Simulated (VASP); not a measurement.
# Te2Mo in VASP: notebook

Te2Mo is run at these levels: PBE, PBEsol; tasks: single point.

All numbers are computed with VASP 6.6.1; they aren't measurements. Logs are shortened: lines on timing, memory, paths and dates and some standing lists are left out, and cuts for length are marked.

### Step 1. The cell of the first run

The cell holds a slab with vacuum, 3 atoms: a = 3.560 Å, b = 3.560 Å, c = 17.524 Å, α = 90.00°, β = 90.00°, γ = 120.00°.

### Step 2. Single point, PBE

The input, INCAR:

```
SYSTEM = Te2Mo
PREC = Accurate
ENCUT = 520
EDIFF = 1E-6
ISMEAR = -1
SIGMA = 0.03
LREAL = .False.
LASPH = .True.
NELM = 100
ALGO = Normal
ISIF = 2
LWAVE = .False.
LCHARG = .False.
GGA = PE
NBANDS = 20
```

The input, KPOINTS:

```
regular mesh
0
Gamma
  5 5 2
  0 0 0
```

The input, POSCAR:

```
Te2Mo
1.0
    3.5602328140      0.0000000000      0.0000000000
   -1.7801164070      3.0832520603      0.0000000000
    0.0000000000      0.0000000000     17.5240578200
Te Mo
2 1
Direct
    0.3333333333      0.6666666667      0.1021445500
    0.3333333333      0.6666666667      0.8978554500
    0.0000000000      0.0000000000      0.0000000000
```

Potentials or basis: VASP PAW PBE potentials, release 64 (Te, Mo_sv).

Command:

```
$ cat potpaw_PBE.64/Te/POTCAR potpaw_PBE.64/Mo_sv/POTCAR > POTCAR
$ mpirun -np 1 vasp_std > vasp.out
```

OUTCAR:

```text
SYSTEM = Te2Mo
   PREC = Accurate
   ENCUT = 520
   EDIFF = 1E-6
   ISMEAR = -1
   LREAL = .False.
   LASPH = .True.
   NELM = 100
   ISIF = 2
   GGA = PE

 ion  position               nearest neighbor table
   1  0.333  0.667  0.102-   3 2.73   3 2.73   3 2.73   2 3.58
   2  0.333  0.667  0.898-   3 2.73   3 2.73   3 2.73   1 3.58
   3  0.000  0.000  0.000-   1 2.73   2 2.73   1 2.73   2 2.73   1 2.73   2 2.73

  LATTYP: Found a hexagonal cell.
 ALAT       =     3.5602328140
 C/A-ratio  =     4.9221662558

  Lattice vectors:

 A1 = (   3.5602328140,   0.0000000000,   0.0000000000)
 A2 = (  -1.7801164070,   3.0832520603,   0.0000000000)
 A3 = (   0.0000000000,   0.0000000000,  17.5240578200)

Analysis of symmetry for initial positions (statically):
[... 9 lines left out ...]
 out of a pool of 24 trial point group operations.

The static configuration has the point symmetry D_3h.

Analysis of symmetry for dynamics (positions and initial velocities):
[... 9 lines left out ...]
 out of a pool of 24 trial point group operations.

The dynamic configuration has the point symmetry D_3h.

 Subroutine INISYM returns: Found 12 space group operations
[... 5 lines left out ...]
                                     Primitive cell

  volume of cell :     192.3633

  direct lattice vectors                    reciprocal lattice vectors
     3.560232814  0.000000000  0.000000000     0.280880508  0.162166437  0.000000000
    -1.780116407  3.083252060  0.000000000     0.000000000  0.324332873  0.000000000
     0.000000000  0.000000000 17.524057820     0.000000000  0.000000000  0.057064409

  length of vectors
     3.560232814  3.560232814 17.524057820     0.324332873  0.324332873  0.057064409

  position of ions in fractional coordinates (direct lattice)
     0.333333333  0.666666667  0.102144550
     0.333333333  0.666666667  0.897855450
     0.000000000  0.000000000  0.000000000

  ion indices of the primitive-cell ions
   primitive index   ion index
                 1           1
                 2           2
                 3           3

----------------------------------------------------------------------------------------

 KPOINTS: regular mesh

Automatic generation of k-mesh.
 Grid dimensions read from file:
 generate k-points for:    5    5    2

 Generating k-lattice:

  Cartesian coordinates                     Fractional coordinates (reciprocal lattice)
     0.056176102  0.032433287  0.000000000     0.200000000  0.000000000  0.000000000
     0.000000000  0.064866575  0.000000000     0.000000000  0.200000000  0.000000000
     0.000000000  0.000000000  0.028532204     0.000000000  0.000000000  0.500000000

  Length of vectors
     0.064866575  0.064866575  0.028532204

  Shift w.r.t. Gamma in fractional coordinates (k-lattice)
     0.000000000  0.000000000  0.000000000

 Subroutine IBZKPT returns following result:
 ===========================================

 Found     10 irreducible k-points:

 Following reciprocal coordinates:
            Coordinates               Weight
  0.000000  0.000000  0.000000      1.000000
  0.200000 -0.000000  0.000000      6.000000
  0.400000  0.000000  0.000000      6.000000
  0.200000  0.200000  0.000000      6.000000
  0.400000  0.200000  0.000000      6.000000
  0.000000  0.000000  0.500000      1.000000
  0.200000 -0.000000  0.500000      6.000000
  0.400000  0.000000  0.500000      6.000000
  0.200000  0.200000  0.500000      6.000000
  0.400000  0.200000  0.500000      6.000000
   k-points           NKPTS =     10   k-points in BZ     NKDIM =     10   number of bands    NBANDS=     20
   number of dos      NEDOS =    301   number of ions     NIONS =      3
   total plane-waves  NPLWV = 109760
   dimension x,y,z NGX =    28 NGY =   28 NGZ =  140
   dimension x,y,z NGXF=    56 NGYF=   56 NGZF=  280
   ions per type =               2   1
   NGX,Y,Z   is equivalent  to a cutoff of  13.07, 13.07, 13.28 a.u.
   NGXF,Y,Z  is equivalent  to a cutoff of  26.15, 26.15, 26.56 a.u.
 SYSTEM =  Te2Mo
   PREC   = accura    normal or accurate (medium, high low for compatibility)
   ISTART =      0    job   : 0-new  1-cont  2-samecut
   ICHARG =      2    charge: 1-file 2-atom 10-const
   ISPIN  =      1    spin polarized calculation?
   LNONCOLLINEAR =      F non collinear calculations
   LSORBIT =      F    spin-orbit coupling
   LASPH  =      T    aspherical Exc in radial PAW
   ENCUT  =  520.0 eV  38.22 Ry    6.18 a.u.   6.62  6.62 32.58*2*pi/ulx,y,z
   NELM   =    100;   NELMIN=  2; NELMDL= -5     # of ELM steps
   EDIFF  = 0.1E-05   stopping-criterion for ELM
   LREAL  =      F    real-space projection
   EDIFFG = 0.1E-04   stopping-criterion for IOM
   NSW    =      0    number of steps for IOM
   IBRION =     -1    ionic relax: 0-MD 1-quasi-New 2-CG
   NFREE  =      0    steps in history (QN), initial steepest desc. (CG)
   ISIF   =      2    stress and relaxation
   ISYM   =      2    0-nonsym 1-usesym 2-fastsym
   POTIM  = 0.5000    time-step for ionic-motion
   TEBEG  =    0.0;   TEEND  =   0.0 temperature during run
   PSTRESS=    0.0 pullay stress
   NELECT =      26.0000    total number of electrons
   NUPDOWN=      -1.0000    fix difference up-down
   EMIN   =  10.00;   EMAX   =-10.00  energy-range for DOS
   EFERMI =   0.00;   METHOD = LEGACY
   ISMEAR =    -1;   SIGMA  =   0.03  broadening in eV -4-tet -1-fermi 0-gaus
   EFERMI_NEDOS =   21; number of points for ismear=-14 and -15
   IALGO  =     38    algorithm
   IMIX   =      4    mixing-type and parameters
     AMIX     =   0.40;   BMIX     =  1.00
     AMIX_MAG =   1.60;   BMIX_MAG =  1.00
  volume/ion in A,a.u.               =      64.12       432.71
  Fermi-wavevector in a.u.,A,eV,Ry     =   0.840153  1.587660  9.603777  0.705858
  Thomas-Fermi vector in A             =   1.954489
   LORBIT       =      0    0 simple, 1 ext, 2 COOP (PROOUT), +10 PAW based schemes
   GGA     = PE    functional components
[... 5 lines left out ...]
 non-spin polarized calculation
  energy-cutoff  :      520.00
  volume of cell :      192.36
 maximum number of plane-waves:      5262
 NGX is ok and might be reduce to    28
   NGX = 13   NGY = 13   NGZ = 65

 number of electron      26.0000000 magnetization

 Free energy of the ion-electron system (eV)
  ---------------------------------------------------
  ext. energy  EPLUGINS =         0.00000000
  ---------------------------------------------------
  free energy    TOTEN  =       -18.01570951 eV

  energy without entropy =      -18.01570951  energy(sigma->0) =      -18.01570951

 E-fermi :   0.7081     XC(G=0):  -4.7362

 val. band max:       -0.0573407426   @ k =   0.4000   0.2000   0.5000
 cond. band min:       1.3897817590   @ k =   0.4000   0.2000   0.0000
 fundamental gap:      1.4471225016
 Fermi energy:         0.7081164091

 k-point     1 :       0.0000    0.0000    0.0000
  band No.  band energies     occupation
      1     -60.5668      2.00000
      2     -34.7132      2.00000
      3     -34.6166      2.00000
      4     -34.6166      2.00000
      5     -12.4303      2.00000
      6     -11.4473      2.00000
[... 12 lines left out ...]
     19       4.7622      0.00000
     20       5.6349      0.00000

 k-point     2 :       0.2000   -0.0000    0.0000
  band No.  band energies     occupation
      1     -60.5640      2.00000
      2     -34.7044      2.00000
      3     -34.6563      2.00000
      4     -34.6258      2.00000
      5     -11.9150      2.00000
      6     -11.0961      2.00000
[... 12 lines left out ...]
     19       5.3950      0.00000
     20       6.2876      0.00000

 k-point     3 :       0.4000    0.0000    0.0000
  band No.  band energies     occupation
      1     -60.5593      2.00000
      2     -34.7200      2.00000
      3     -34.6902      2.00000
      4     -34.6408      2.00000
      5     -10.7850      2.00000
      6     -10.3515      2.00000
[... 12 lines left out ...]
     19       6.1295      0.00000
     20       6.2827      0.00000

 k-point     4 :       0.2000    0.2000    0.0000
  band No.  band energies     occupation
      1     -60.5602      2.00000
      2     -34.6978      2.00000
      3     -34.6929      2.00000
      4     -34.6481      2.00000
      5     -11.0628      2.00000
      6     -10.5228      2.00000
[... 12 lines left out ...]
     19       6.4784      0.00000
     20       6.5774      0.00000

 k-point     5 :       0.4000    0.2000    0.0000
  band No.  band energies     occupation
      1     -60.5579      2.00000
      2     -34.7178      2.00000
      3     -34.6858      2.00000
      4     -34.6673      2.00000
      5     -10.3487      2.00000
      6     -10.0579      2.00000
[... 12 lines left out ...]
     19       6.6685      0.00000
     20       7.1150      0.00000

 k-point     6 :       0.0000    0.0000    0.5000
  band No.  band energies     occupation
      1     -60.5668      2.00000
      2     -34.7132      2.00000
      3     -34.6166      2.00000
      4     -34.6166      2.00000
      5     -12.4303      2.00000
      6     -11.4473      2.00000
[... 12 lines left out ...]
     19       4.5212      0.00000
     20       6.0659      0.00000

 k-point     7 :       0.2000   -0.0000    0.5000
  band No.  band energies     occupation
      1     -60.5640      2.00000
      2     -34.7044      2.00000
      3     -34.6563      2.00000
      4     -34.6258      2.00000
      5     -11.9150      2.00000
      6     -11.0961      2.00000
[... 12 lines left out ...]
     19       5.1588      0.00000
     20       6.6638      0.00000

 k-point     8 :       0.4000    0.0000    0.5000
  band No.  band energies     occupation
      1     -60.5593      2.00000
      2     -34.7200      2.00000
      3     -34.6902      2.00000
      4     -34.6408      2.00000
      5     -10.7850      2.00000
      6     -10.3515      2.00000
[... 12 lines left out ...]
     19       6.1238      0.00000
     20       6.3099      0.00000

 k-point     9 :       0.2000    0.2000    0.5000
  band No.  band energies     occupation
      1     -60.5602      2.00000
      2     -34.6978      2.00000
      3     -34.6929      2.00000
      4     -34.6481      2.00000
      5     -11.0628      2.00000
      6     -10.5228      2.00000
[... 12 lines left out ...]
     19       6.3137      0.00000
     20       6.5954      0.00000

 k-point    10 :       0.4000    0.2000    0.5000
  band No.  band energies     occupation
      1     -60.5579      2.00000
      2     -34.7178      2.00000
      3     -34.6858      2.00000
      4     -34.6673      2.00000
      5     -10.3487      2.00000
      6     -10.0579      2.00000
[... 12 lines left out ...]
     19       6.6686      0.00000
     20       7.1108      0.00000

------------------------ aborting loop because EDIFF is reached ----------------------------------------

  FORCE on cell =-STRESS in cart. coord.  units (eV):
  Direction    XX          YY          ZZ          XY          YZ          ZX
  --------------------------------------------------------------------------------------
  -------------------------------------------------------------------------------------
  Total        0.2250801      0.2250801      0.8021339      0.0000000      0.0000000      0.0000000
  in kB        1.8746731      1.8746731      6.6809054      0.0000000      0.0000000      0.0000000
  external PRESSURE =       3.4767505 kB  Pullay stress =       0.0000000 kB

 VOLUME and BASIS-vectors are now :
 -----------------------------------------------------------------------------
  energy-cutoff  :      520.00
  volume of cell :      192.36
      direct lattice vectors                 reciprocal lattice vectors
     3.560232814  0.000000000  0.000000000     0.280880508  0.162166437  0.000000000
    -1.780116407  3.083252060  0.000000000     0.000000000  0.324332873  0.000000000
     0.000000000  0.000000000 17.524057820     0.000000000  0.000000000  0.057064409

 POSITION                                       TOTAL-FORCE (eV/Angst)
 -----------------------------------------------------------------------------------
     -0.00000      2.05550      1.78999        -0.000000      0.000000      0.227188
     -0.00000      2.05550     15.73407        -0.000000      0.000000     -0.227188
      0.00000      0.00000      0.00000         0.000000     -0.000000      0.000000
 -----------------------------------------------------------------------------------
    total drift:                                0.000000     -0.000000     -0.000000

  FREE ENERGIE OF THE ION-ELECTRON SYSTEM (eV)
  ---------------------------------------------------
  free  energy   TOTEN  =       -18.0157095079 eV

  energy  without entropy=      -18.0157095078  energy(sigma->0) =      -18.01570951
```

It took 84 s on 1 thread of Intel Xeon 6975P-C, shared host; peak memory 0.32 GiB.

What came out:

- Free energy: -18.0157 eV
- Largest force: 0.227 eV/Å
- Band gap on the k mesh: 1.45 eV, direct

Forces in eV/Å, atoms in the order of the input:
```
Te   0.000  0.000  0.227
Te   0.000  0.000 -0.227
Mo   0.000  0.000  0.000
```

Caveat: spin-orbit coupling is left out, which moves the levels of the heavy elements.

### Step 3. Single point, PBEsol (volume scaled by 0.96)

The input, INCAR:

```
SYSTEM = Te2Mo
PREC = Accurate
ENCUT = 520
EDIFF = 1E-6
ISMEAR = -1
SIGMA = 0.05
LREAL = .FALSE.
LASPH = .TRUE.
NELM = 60
ALGO = Normal
ISIF = 2
LWAVE = .FALSE.
LCHARG = .TRUE.
GGA = PS
LELF = .TRUE.
LVHAR = .TRUE.
NBANDS = 20
```

The input, KPOINTS:

```
regular mesh
0
G
  9 9 2
  0 0 0
```

The input, POSCAR:

```
Te2Mo
1.0
    3.5121156613      0.0000000000      0.0000000000
   -1.7560578307      3.0415813837      0.0000000000
    0.0000000000      0.0000000000     17.2872171948
Te Mo
2 1
Direct
    0.3333333333      0.6666666667      0.1021445500
    0.3333333333      0.6666666667      0.8978554500
    0.0000000000      0.0000000000      0.0000000000
```

Potentials or basis: VASP PAW PBE potentials, release 64 (Te, Mo_sv).

Command:

```
$ cat potpaw_PBE.64/Te/POTCAR potpaw_PBE.64/Mo_sv/POTCAR > POTCAR
$ mpirun -np 1 vasp_std > vasp.out
```

It took 87 s on 1 thread of Intel Xeon Platinum 8488C (Sapphire Rapids), shared host; peak memory 0.35 GiB.

It converged, with:

```yaml
Free_energy: -19.5976 eV
Largest_force: 0.466 eV/Å
Band_gap_on_the_k_mesh: 1.11 eV, direct
```

Forces in eV/Å, atoms in the order of the input:
```
Te   0.000  0.000  0.466
Te   0.000  0.000 -0.466
Mo   0.000  0.000  0.000
```

Levels at points of the mesh, in eV from the valence-band top:
```tsv
k point	band 10	band 11	band 12	band 13	band 14	band 15	band 16	band 17
(0.00, 0.00, 0.00)	-1.64	-0.91	-0.91	-0.41	3.28	3.28	3.62	3.62
(0.00, 0.00, 0.50)	-1.64	-0.91	-0.91	-0.41	3.28	3.28	3.62	3.62
```

Caveat: the PAW data sets were made with another functional, which shifts forces and pressure a little; spin-orbit coupling is left out, which moves the levels of the heavy elements.

### Step 4. Single point, PBEsol (volume scaled by 0.98)

The input, INCAR:

```
SYSTEM = Te2Mo
PREC     = Accurate       ! precision mode
ENCUT    = 520            ! plane-wave cutoff, eV
EDIFF    = 1E-6           ! SCF threshold, eV
ISMEAR   = -1             ! smearing method
SIGMA    = 0.05           ! smearing width, eV
LREAL    = .False.        ! projectors in reciprocal space
LASPH    = .True.         ! aspherical terms in the spheres
NELM     = 80             ! most SCF steps
ALGO     = Normal         ! electronic algorithm
ISIF     = 2              ! what is computed and relaxed
LWAVE    = .False.        ! write WAVECAR
LCHARG   = .False.        ! write CHGCAR
GGA      = PS             ! functional
NBANDS   = 20             ! bands
```

The input, KPOINTS:

```
regular mesh
0
Gamma
  9 9 2
  0 0 0
```

The input, POSCAR:

```
Te2Mo
1.0
    3.5363379141      0.0000000000      0.0000000000
   -1.7681689570      3.0625584699      0.0000000000
    0.0000000000      0.0000000000     17.4064431499
Te Mo
2 1
Direct
    0.3333333333      0.6666666667      0.1021445500
    0.3333333333      0.6666666667      0.8978554500
    0.0000000000      0.0000000000      0.0000000000
```

Command:

```
$ cat potpaw_PBE.64/Te/POTCAR potpaw_PBE.64/Mo_sv/POTCAR > POTCAR
$ mpirun -np 1 vasp_std > vasp.out
```

Wall time 91 s (1 thread of Intel Xeon Platinum 8488C (Sapphire Rapids), shared host); peak memory 0.36 GiB.

The run converged. Its results:

```
Free energy            : -19.6014 eV
Largest force          : 0.148 eV/Å
Band gap on the k mesh : 1.08 eV, direct
```

Forces in eV/Å, atoms in the order of the input:
```
Te   0.000  0.000  0.148
Te   0.000  0.000 -0.148
Mo   0.000  0.000  0.000
```

Levels at points of the mesh, in eV from the valence-band top:
| k point | band 10 | band 11 | band 12 | band 13 | band 14 | band 15 | band 16 | band 17 |
| --- | --- | --- | --- | --- | --- | --- | --- | --- |
| (0.00, 0.00, 0.00) | -1.63 | -0.91 | -0.91 | -0.39 | 3.17 | 3.17 | 3.49 | 3.49 |
| (0.00, 0.00, 0.50) | -1.63 | -0.91 | -0.91 | -0.39 | 3.17 | 3.17 | 3.49 | 3.49 |

Caveat: the PAW data sets were made with another functional, which shifts forces and pressure a little; spin-orbit coupling is left out, which moves the levels of the heavy elements.

### Step 5. Single point, PBEsol

The input, INCAR:

```
SYSTEM = Te2Mo
ALGO = Normal ; EDIFF = 1E-7
ENCUT = 520 ; GGA = PS
ISIF = 2 ; ISMEAR = -1
LASPH = .TRUE. ; LCHARG = .TRUE.
LELF = .TRUE. ; LREAL = .FALSE.
LVHAR = .TRUE. ; LWAVE = .FALSE.
NBANDS = 20 ; NELM = 60
PREC = Accurate ; SIGMA = 0.05
```

The input, KPOINTS:

```
k-points
0
G
  9 9 2
  0 0 0
```

The input, POSCAR:

```
Te2Mo
1.0
    3.5602328140      0.0000000000      0.0000000000
   -1.7801164070      3.0832520603      0.0000000000
    0.0000000000      0.0000000000     17.5240578200
Te Mo
2 1
Direct
    0.3333333333      0.6666666667      0.1021445500
    0.3333333333      0.6666666667      0.8978554500
    0.0000000000      0.0000000000      0.0000000000
```

Command:

```
$ cat potpaw_PBE.64/Te/POTCAR potpaw_PBE.64/Mo_sv/POTCAR > POTCAR
$ mpirun -np 1 vasp_std > vasp.out
```

It took 95 s on 1 thread of Intel Xeon Platinum 8488C (Sapphire Rapids), shared host; peak memory 0.36 GiB.

The run converged. Its results:

```
Free energy            : -19.5859 eV
Largest force          : 0.146 eV/Å
Band gap on the k mesh : 1.05 eV, direct
```

Forces on the atoms (eV/Å):
```
Te   0.000  0.000 -0.146
Te   0.000  0.000  0.146
Mo   0.000  0.000  0.000
```

Levels at points of the mesh, in eV from the valence-band top:
```tsv
k point	band 9	band 10	band 11	band 12	band 13	band 14	band 15	band 16	band 17	band 18
(0.00, 0.00, 0.00)	-1.69	-1.61	-0.90	-0.90	-0.38	3.07	3.07	3.37	3.37	4.31
(0.00, 0.00, 0.50)	-1.69	-1.61	-0.90	-0.90	-0.38	3.07	3.07	3.37	3.37	4.44
```

Caveat: the PAW data sets were made with another functional, which shifts forces and pressure a little; spin-orbit coupling is left out, which moves the levels of the heavy elements.

### Step 6. Summary

```tsv
level	cell	k mesh	smearing	gap on the mesh (eV)	largest force (eV/Å)
PBE	a = 3.560, b = 3.560, c = 17.524 Å, angles 90.0, 90.0, 120.0°, 3 atoms	5 × 5 × 2	fermi-dirac 0.03 eV	1.45	0.23
PBEsol	a = 3.512, b = 3.512, c = 17.287 Å, angles 90.0, 90.0, 120.0°, 3 atoms	9 × 9 × 2	fermi-dirac 0.05 eV	1.11	0.47
PBEsol	a = 3.536, b = 3.536, c = 17.406 Å, angles 90.0, 90.0, 120.0°, 3 atoms	9 × 9 × 2	fermi-dirac 0.05 eV	1.08	0.15
PBEsol	a = 3.560, b = 3.560, c = 17.524 Å, angles 90.0, 90.0, 120.0°, 3 atoms	9 × 9 × 2	fermi-dirac 0.05 eV	1.05	0.15
```

Alike in all rows: task single point; potentials or basis VASP PAW PBE potentials, release 64 (Te, Mo_sv); no spin polarisation; cutoff (eV) 520.

Caveats: spin-orbit coupling is left out, which moves the levels of the heavy elements; the PAW data sets were made with another functional, which shifts forces and pressure a little (some runs).

Total energies depend on the potentials used, so only differences within one code and one set of settings carry meaning.
